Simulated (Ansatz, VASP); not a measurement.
**Two plane-wave programs on MoS2**

File INCAR:

```
PREC = Accurate
ENCUT = 520
EDIFF = 1E-6
ISMEAR = 1
SIGMA = 0.05
LREAL = F
LASPH = T
NELM = 60
ALGO = Normal
ISIF = 2
LWAVE = F
LCHARG = F
NBANDS = 35
```

File KPOINTS:

```
Automatic mesh
0
Gamma
  8 8 2
```

POSCAR

```
MoS2
1.0
    3.1261704254      0.0000000000      0.0000000000
   -1.5630852127      2.7073385613      0.0000000000
    0.0000000000      0.0000000000     12.1574390416
Mo S
2 4
Direct
    0.3333333333      0.6666666667      0.2500000000
    0.6666666667      0.3333333333      0.7500000000
    0.3333333333      0.6666666667      0.6230000000
    0.6666666667      0.3333333333      0.1230000000
    0.3333333333      0.6666666667      0.8770000000
    0.6666666667      0.3333333333      0.3770000000
```

Input for Ansatz:

```yaml
crystal:
  lattice:
    - [3.126170425421304, 0.0, 0.0]
    - [-1.563085212710652, 2.707338561261909, 0.0]
    - [0.0, 0.0, 12.157439041619487]
  atoms:
    - { symbol: Mo, position: [0.3333333333333333, 0.6666666666666666, 0.25] }
    - { symbol: Mo, position: [0.6666666666666666, 0.3333333333333333, 0.75] }
    - { symbol: S, position: [0.3333333333333333, 0.6666666666666666, 0.623] }
    - { symbol: S, position: [0.6666666666666666, 0.3333333333333333, 0.123] }
    - { symbol: S, position: [0.3333333333333333, 0.6666666666666666, 0.877] }
    - { symbol: S, position: [0.6666666666666666, 0.3333333333333333, 0.377] }
basis:
  ecutwfc: 550.0
kpoints:
  mp_grid:
    grid: [8, 8, 2]
hamiltonian:
  xc: lda
scf:
  occupations:
    method: cold
    width: 0.05
output:
  stress: true
```

Alike in both runs: task single point; functional LDA; k mesh 8 × 8 × 2; no spin polarisation.

|  | VASP | Ansatz |
| --- | --- | --- |
| version | VASP 6.6.1 | Ansatz 0.2.0 |
| potentials or method | VASP PAW LDA potentials, release 64 (Mo_sv, S), cutoff 520 eV | plane waves, PAW |
| occupations | methfessel-paxton of order 1, width 0.05 eV | cold, width 0.05 eV |
| valence electrons in the cell | 52 | 52 |

Ansatz gave:

```
pressure (GPa)                                                : 0.6
traceless stress, the component that is largest in VASP (GPa) : 0.80
```

Task: Estimate VASP's values.

Result: Pressure (GPa): 0.7; traceless stress, the component that is largest in VASP (GPa): 0.77.

LDA's correlation is that of Perdew and Zunger in VASP and of Perdew and Wang (1992) in Ansatz. Ansatz's warnings: structure snapped to symmetry.
